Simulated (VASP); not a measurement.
Runs of VASP 6.6.1 on NaScSe2. The structure is that of space group P4/mmm (No. 123), or close to it. The cells are those of the table. 

| task | level | cell | k mesh | cutoff (eV) | gap on the mesh (eV) | pressure (GPa) |
| --- | --- | --- | --- | --- | --- | --- |
| single point | PBE | a = 4.005, b = 4.005, c = 5.428 Å, 4 atoms | 6 × 6 × 6 | 520 | none | 1.1 |
| relaxation of cell and atoms | r2SCAN | relaxed from a = 4.025, b = 4.025, c = 5.462 Å, 4 atoms | 6 × 6 × 4 | 600 | 0.17 | 0.0 |
| single point | r2SCAN | a = 4.005, b = 4.005, c = 5.428 Å, 4 atoms | 6 × 6 × 4 | 520 | 0.17 | 0.1 |
| single point | r2SCAN | a = 4.005, b = 4.005, c = 5.428 Å, 4 atoms | 6 × 6 × 6 | 520 | (a) | 0.1 |

Alike in all rows: potentials or basis VASP PAW PBE potentials, release 64 (Na_pv, Se, Sc_sv); no spin polarisation; smearing fermi-dirac 0.02 eV.

Question: Fill in the values left out.

Answer: (a) 0.18.

Caveats: semilocal functionals underestimate gaps, and a narrow one can read as zero; the PAW data sets were made with another functional, which shifts forces and pressure a little (at least some runs).

A k mesh can miss the band edges, and the runs leave out spin-orbit coupling on Se.

A gap of «none» marks levels without a gap at the run's occupations.
